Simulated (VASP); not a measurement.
Input of a VASP 6.6.1 run:

INCAR

```
SYSTEM = CoO
PREC = Accurate
ENCUT = 520
EDIFF = 1E-8
ISMEAR = -1
SIGMA = 0.05
LREAL = .FALSE.
LASPH = .TRUE.
NELM = 150
ALGO = Normal
ISIF = 2
LWAVE = .FALSE.
LCHARG = .FALSE.
ISPIN = 2
MAGMOM = 2 0
LORBIT = 11
LMAXMIX = 4
GGA = PE
LEFG = .TRUE.
NBANDS = 18
```

File KPOINTS:

```
regular mesh
0
G
  16 16 16
  0 0 0
```

File POSCAR:

```
CoO
1.0
    0.0000000000      2.1243711842      2.1243711842
    2.1243711842      0.0000000000      2.1243711842
    2.1243711842      2.1243711842      0.0000000000
Co O
1 1
Direct
    0.0000000000      0.0000000000      0.0000000000
    0.5000000000      0.5000000000      0.5000000000
```

Potentials or basis: VASP PAW PBE potentials, release 64 (Co, O).

Launch:

```sh
$ cat potpaw_PBE.64/Co/POTCAR potpaw_PBE.64/O/POTCAR > POTCAR
$ mpirun -np 1 vasp_std > vasp.out
```

(1) Predict the site moments.

(2) What does it give for the net moment?

(3) Predict the pressure.

Results:

(1) Co +2.54; O +0.29 μB.

(2) 2.88 μB per cell.

(3) -0.7 GPa.

Caveat: a cell with one magnetic atom can't hold antiferromagnetic order, which such compounds often take.
